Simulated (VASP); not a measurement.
# La (P6/mmm) in VASP: further runs, part 2 of 3

VASP 6.6.1.

### Step 4. Relaxation of shape and atoms at fixed volume, PBE

This run uses another cell than the first one, of 14.78 Å³/atom, 0.444 times its volume.

The input, INCAR:

```
PREC = Accurate
ENCUT = 600
EDIFF = 1E-6
ISMEAR = -1
SIGMA = 0.08
LREAL = False
LASPH = True
NELM = 80
ALGO = Normal
ISIF = 4
LWAVE = False
LCHARG = False
GGA = PE
IBRION = 2
NSW = 50
EDIFFG = -0.005
```

The input, KPOINTS:

```
regular mesh
0
Gamma
  12 12 11
```

The input, POSCAR:

```
La
1.0
    2.5778655740      0.0000000000      0.0000000000
   -1.2889327870      2.2324970746      0.0000000000
    0.0000000000      0.0000000000      2.5679981197
La
1
Direct
    0.0000000000      0.0000000000      0.0000000000
```

Potentials or basis: VASP PAW PBE potentials, release 64 (La).

The run is started by

```bash
> cat potpaw_PBE.64/La/POTCAR > POTCAR
> mpirun -np 1 vasp_std > vasp.out
```

OUTCAR:

```text
PREC = Accurate
   ENCUT = 600
   EDIFF = 1E-6
   ISMEAR = -1
   LREAL = False
   LASPH = True
   NELM = 80
   ISIF = 4
   GGA = PE
   IBRION = 2
   NSW = 50
   EDIFFG = -0.005

 ion  position               nearest neighbor table
   1  0.000  0.000  0.000-

  LATTYP: Found a hexagonal cell.
 ALAT       =     2.5778655740
 C/A-ratio  =     0.9961722386

  Lattice vectors:

 A1 = (   2.5778655740,   0.0000000000,   0.0000000000)
 A2 = (  -1.2889327870,   2.2324970746,   0.0000000000)
 A3 = (   0.0000000000,   0.0000000000,   2.5679981197)

Analysis of symmetry for initial positions (statically):
=====================================================================
 Subroutine PRICEL returns:
[... 324 lines left out ...]
 fundamental gap:      0.0405194284
 Fermi energy:        20.8459091738

 k-point     1 :       0.0000    0.0000    0.0000
  band No.  band energies     occupation
      1     -15.0096      2.00000
      2       9.0410      2.00000
      3       9.7154      2.00000
      4       9.7154      2.00000
      5      17.7271      2.00000
      6      21.1794      0.03049
      7      23.2308      0.00000
      8      23.2410      0.00000
      9      25.5568      0.00000
[... 265 lines left out ...]
 k-point    24 :       0.3333    0.0000    0.0909
  band No.  band energies     occupation
      1     -12.6033      2.00000
      2       1.0005      2.00000
      3       7.3184      2.00000
      4       9.4048      2.00000
      5      17.2826      2.00000
      6      21.3330      0.00452
      7      24.1283      0.00000
      8      24.1785      0.00000
      9      25.1760      0.00000

 [... further k-points ...]

------------------------ aborting loop because EDIFF is reached ----------------------------------------

  FORCE on cell =-STRESS in cart. coord.  units (eV):
  Direction    XX          YY          ZZ          XY          YZ          ZX
  --------------------------------------------------------------------------------------
  -------------------------------------------------------------------------------------
  Total       15.5003835     15.5003835     15.5040173      0.0000000     -0.0000000      0.0000000
  in kB     1680.3786639   1680.3786639   1680.7725981      0.0000000     -0.0000000      0.0000000
  external PRESSURE =    1680.5099753 kB  Pullay stress =       0.0000000 kB
[... 16 lines left out ...]
  FREE ENERGIE OF THE ION-ELECTRON SYSTEM (eV)
  ---------------------------------------------------
  free  energy   TOTEN  =        -0.1702340401 eV

  energy  without entropy=       -0.1525699002  energy(sigma->0) =       -0.16140197

 reached required accuracy - stopping structural energy minimisation
```

CONTCAR:

```text
La
   1.00000000000000
     2.6284772881027383    0.0000000000000000    0.0000000000000000
    -1.3142386440513691    2.2763281047321842   -0.0000000000000000
     0.0000000000000000    0.0000000000000000    2.4700558745989851
  La
     1
Direct
     0.0000000000000000    0.0000000000000000    0.0000000000000000

  0.00000000E+00  0.00000000E+00  0.00000000E+00
```

Run time: 2.1 min. Hardware: 1 thread of Intel Xeon 8259CL, shared host; peak memory 0.18 GiB.

What came out:

```yaml
Free_energy: -0.1702 eV
Energy_gained_by_relaxing: 114.2 meV/atom
Ionic_steps: 5
Pressure_after_relaxing: 168.1 GPa
```

Step by step:
| step | energy change (eV) | largest force (eV/Å) | pressure (GPa) | volume (Å³) |
| --- | --- | --- | --- | --- |
| 1 | 0.0000 | 0.0000 | 170.12 | 14.78 |
| 2 | 2.6265 | 0.0000 | 245.30 | 14.78 |
| 3 | -0.1119 | 0.0000 | 167.97 | 14.78 |
| 4 | -0.1137 | 0.0000 | 168.02 | 14.78 |
| 5 | -0.1142 | 0.0000 | 168.05 | 14.78 |

Final structure:
```
La
1.0
     2.62848    0.00000    0.00000
    -1.31424    2.27633    0.00000
     0.00000    0.00000    2.47006
La
1
Cartesian
  0.0000 0.0000 0.0000
```

Caveat: spin-orbit coupling is left out, which moves the levels of the heavy elements.

### Step 5. Relaxation of shape and atoms at fixed volume, PBE

This run uses another cell than the first one, of 18.47 Å³/atom, 0.556 times its volume.

The input, INCAR:

```
SYSTEM = La
PREC     = Accurate       ! precision mode
ENCUT    = 600            ! plane-wave cutoff, eV
EDIFF    = 1E-6           ! SCF threshold, eV
ISMEAR   = -1             ! smearing method
SIGMA    = 0.08           ! smearing width, eV
LREAL    = .False.        ! projectors in reciprocal space
LASPH    = .True.         ! aspherical terms in the spheres
NELM     = 100            ! most SCF steps
ALGO     = Normal         ! electronic algorithm
ISIF     = 4              ! what is computed and relaxed
LWAVE    = .False.        ! write WAVECAR
LCHARG   = .False.        ! write CHGCAR
GGA      = PE             ! functional
IBRION   = 2              ! ionic algorithm
NSW      = 50             ! ionic steps
EDIFFG   = -0.005         ! ionic threshold
```

The input, KPOINTS:

```
regular mesh
0
Gamma
  12 12 11
  0 0 0
```

The input, POSCAR:

```
La
1.0
    2.7769215094      0.0000000000      0.0000000000
   -1.3884607547      2.4048845714      0.0000000000
    0.0000000000      0.0000000000      2.7662921165
La
1
Direct
    0.0000000000      0.0000000000      0.0000000000
```

Potentials or basis: VASP PAW PBE potentials, release 64 (La).

The run is started by

```bash
> cat potpaw_PBE.64/La/POTCAR > POTCAR
> mpirun -np 1 vasp_std > vasp.out
```

OUTCAR:

```text
SYSTEM = La
   PREC = Accurate
   ENCUT = 600
   EDIFF = 1E-6
   ISMEAR = -1
   LREAL = .False.
   LASPH = .True.
   NELM = 100
   ISIF = 4
   GGA = PE
   IBRION = 2
   NSW = 50
   EDIFFG = -0.005

 ion  position               nearest neighbor table
   1  0.000  0.000  0.000-

  LATTYP: Found a hexagonal cell.
 ALAT       =     2.7769215094
 C/A-ratio  =     0.9961722386

  Lattice vectors:

 A1 = (   2.7769215094,   0.0000000000,   0.0000000000)
 A2 = (  -1.3884607547,   2.4048845714,   0.0000000000)
 A3 = (   0.0000000000,   0.0000000000,   2.7662921165)

Analysis of symmetry for initial positions (statically):
=====================================================================
 Subroutine PRICEL returns:
 Original cell was already a primitive cell.

 Routine SETGRP: Setting up the symmetry group for a
 hexagonal supercell.

 Subroutine GETGRP returns: Found 24 space group operations
 (whereof 24 operations were pure point group operations)
 out of a pool of 24 trial point group operations.

The static configuration has the point symmetry D_6h.

Analysis of symmetry for dynamics (positions and initial velocities):
=====================================================================
 Subroutine PRICEL returns:
 Original cell was already a primitive cell.

 Routine SETGRP: Setting up the symmetry group for a
 hexagonal supercell.

 Subroutine GETGRP returns: Found 24 space group operations
 (whereof 24 operations were pure point group operations)
 out of a pool of 24 trial point group operations.

The dynamic configuration has the point symmetry D_6h.

 Subroutine INISYM returns: Found 24 space group operations
 (whereof 24 operations are pure point group operations),
 and found     1 'primitive' translations

----------------------------------------------------------------------------------------

[... 139 lines left out ...]
  energy without entropy =       -2.60244363  energy(sigma->0) =       -2.61373714

------------------------ aborting loop because EDIFF is reached ----------------------------------------

  FORCE on cell =-STRESS in cart. coord.  units (eV):
  Direction    XX          YY          ZZ          XY          YZ          ZX
  --------------------------------------------------------------------------------------
  -------------------------------------------------------------------------------------
  Total        8.9526696      8.9526696      5.7793159     -0.0000000      0.0000000      0.0000000
  in kB      776.4388531    776.4388531    501.2231638     -0.0000000      0.0000000      0.0000000
  external PRESSURE =     684.7002900 kB  Pullay stress =       0.0000000 kB
[... 86 lines left out ...]
  FREE ENERGIE OF THE ION-ELECTRON SYSTEM (eV)
  ---------------------------------------------------
  free  energy   TOTEN  =        -2.6850191009 eV

  energy  without entropy=       -2.6639576630  energy(sigma->0) =       -2.67448838

[... ionic steps 4 to 15 ...]

--------------------------------------- Ionic step       16  -------------------------------------------

 number of electron      11.0000000 magnetization

------------------------ aborting loop because EDIFF is reached ----------------------------------------
[... 65 lines left out ...]
--------------------------------------- Ionic step       18  -------------------------------------------

 number of electron      11.0000000 magnetization

 Free energy of the ion-electron system (eV)
  ---------------------------------------------------
  ext. energy  EPLUGINS =         0.00000000
  ---------------------------------------------------
  free energy    TOTEN  =        -2.68513833 eV

  energy without entropy =       -2.66415299  energy(sigma->0) =       -2.67464566

 E-fermi :  16.8521     XC(G=0): -12.7533

 val. band max:       16.8519024051   @ k =   0.0833   0.0000   0.2727
 cond. band min:      16.8538319997   @ k =   0.2500   0.0833   0.4545
 fundamental gap:      0.0019295946
 Fermi energy:        16.8520659665

 k-point     1 :       0.0000    0.0000    0.0000
  band No.  band energies     occupation
      1     -17.3618      2.00000
      2       3.8382      2.00000
      3       4.1060      2.00000
      4       4.1060      2.00000
      5      14.2642      2.00000
      6      16.7337      1.62891
      7      17.8117      0.00001
      8      18.9505      0.00000
      9      18.9505      0.00000
[... 265 lines left out ...]
 k-point    24 :       0.3333   -0.0000    0.0909
  band No.  band energies     occupation
      1     -15.8442      2.00000
      2      -1.8665      2.00000
      3       2.6142      2.00000
      4       3.9844      2.00000
      5      13.9660      2.00000
      6      17.1927      0.02792
      7      19.2651      0.00000
      8      19.8371      0.00000
      9      20.5217      0.00000

 [... further k-points ...]

------------------------ aborting loop because EDIFF is reached ----------------------------------------

  FORCE on cell =-STRESS in cart. coord.  units (eV):
  Direction    XX          YY          ZZ          XY          YZ          ZX
  --------------------------------------------------------------------------------------
  -------------------------------------------------------------------------------------
  Total        7.6621986      7.6621986      7.6551190     -0.0000000      0.0000000      0.0000000
  in kB      664.5200749    664.5200747    663.9060842     -0.0000000      0.0000000      0.0000000
  external PRESSURE =     664.3154113 kB  Pullay stress =       0.0000000 kB
[... 16 lines left out ...]
  FREE ENERGIE OF THE ION-ELECTRON SYSTEM (eV)
  ---------------------------------------------------
  free  energy   TOTEN  =        -2.6851383309 eV

  energy  without entropy=       -2.6641529856  energy(sigma->0) =       -2.67464566

 reached required accuracy - stopping structural energy minimisation
```

CONTCAR:

```text
La
   1.00000000000000
     2.8309729909792956    0.0000000000000000   -0.0000000000000000
    -1.4154864954896478    2.4516945272872435   -0.0000000000000000
    -0.0000000000000000    0.0000000000000000    2.6616674652464480
  La
     1
Direct
     0.0000000000000000    0.0000000000000000    0.0000000000000000

  0.00000000E+00  0.00000000E+00  0.00000000E+00
```

Wall time 2.7 min (1 thread of Intel Xeon 8259CL, shared host); peak memory 0.18 GiB.

What came out:

- Free energy: -2.6851 eV
- Energy gained by relaxing: 60.1 meV/atom
- Ionic steps: 18
- Pressure after relaxing: 66.4 GPa

The path:
| step | energy change (eV) | largest force (eV/Å) | pressure (GPa) | volume (Å³) |
| --- | --- | --- | --- | --- |
| 1 | 0.0000 | 0.0000 | 68.47 | 18.47 |
| 2 | 0.1470 | 0.0000 | 73.17 | 18.47 |
| 3 | -0.0600 | 0.0000 | 66.46 | 18.47 |
| 4 | -0.0601 | 0.0000 | 66.42 | 18.47 |
| 5 | -0.0601 | 0.0000 | 66.42 | 18.47 |
| 6 | -0.0601 | 0.0000 | 66.42 | 18.47 |
| 7 | -0.0601 | 0.0000 | 66.43 | 18.47 |
| 8 | -0.0601 | 0.0000 | 66.43 | 18.47 |
| 9 | -0.0601 | 0.0000 | 66.43 | 18.47 |
| 10 | -0.0601 | 0.0000 | 66.43 | 18.47 |
| 11 | -0.0601 | 0.0000 | 66.43 | 18.47 |
| 12 | -0.0601 | 0.0000 | 66.43 | 18.47 |
| 13 | -0.0601 | 0.0000 | 66.43 | 18.47 |
| 14 | -0.0601 | 0.0000 | 66.42 | 18.47 |
| 15 | -0.0601 | 0.0000 | 66.43 | 18.47 |
| 16 | -0.0601 | 0.0000 | 66.43 | 18.47 |
| 17 | -0.0601 | 0.0000 | 66.43 | 18.47 |
| 18 | -0.0601 | 0.0000 | 66.43 | 18.47 |

Final structure:
```cif
data_structure
_symmetry_space_group_name_H-M 'P 1'
_symmetry_Int_Tables_number 1
_cell_length_a 2.8310
_cell_length_b 2.8310
_cell_length_c 2.6617
_cell_angle_alpha 90.000
_cell_angle_beta 90.000
_cell_angle_gamma 120.000
_cell_volume 18.47
loop_
_atom_site_label
_atom_site_type_symbol
_atom_site_fract_x
_atom_site_fract_y
_atom_site_fract_z
_atom_site_occupancy
La1 La 0.00000 0.00000 0.00000 1
```

Caveat: spin-orbit coupling is left out, which moves the levels of the heavy elements.

(Continued in part 3 of 3.)
